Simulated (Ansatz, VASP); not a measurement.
# One calculation of K3TeH, two programs

```
K Te H
1.0
     5.70969    0.00000    0.00000
    -2.85484    4.94474    0.00000
     0.00000    0.00000    9.51672
K Te H
3 1 1
Direct
  0.33333 0.66667 0.36796
  0.66667 0.33333 0.36796
  0.00000 0.00000 0.88765
  0.00000 0.00000 0.23956
  0.00000 0.00000 0.62940
```

Alike in both runs: functional PBE; k mesh 6 × 6 × 4; occupations gaussian, width 0.1 eV; no spin polarisation.

Ansatz relaxed the structure, and its values are those at the end. VASP's run is a single point on that final structure, the one shown.

```csv
,VASP,Ansatz
version,VASP 6.6.1,Ansatz 0.2.0
potentials or method,"VASP PAW PBE potentials, release 64 (K_sv, Te, H), cutoff 520 eV","scalar-relativistic, plane waves, PAW"
valence electrons in the cell,34,44
```

|  | VASP | Ansatz | Ansatz less VASP |
| --- | --- | --- | --- |
| gap on the k mesh at the Fermi level (eV) | 1.39 | 1.39 | +0.002 |
| least direct gap on the mesh (eV) | 1.66 | 1.66 | +0.002 |
| pressure (GPa) | 0.1 | 0.1 | -0.01 |
| rms of the force components (eV/Å) | 0.008 | 0.008 | +0.0005 |

VASP's potentials hold 34 valence electrons a cell and Ansatz's 44, so a difference there can come from the potentials and not from the codes.

Neither program's run includes spin-orbit coupling.
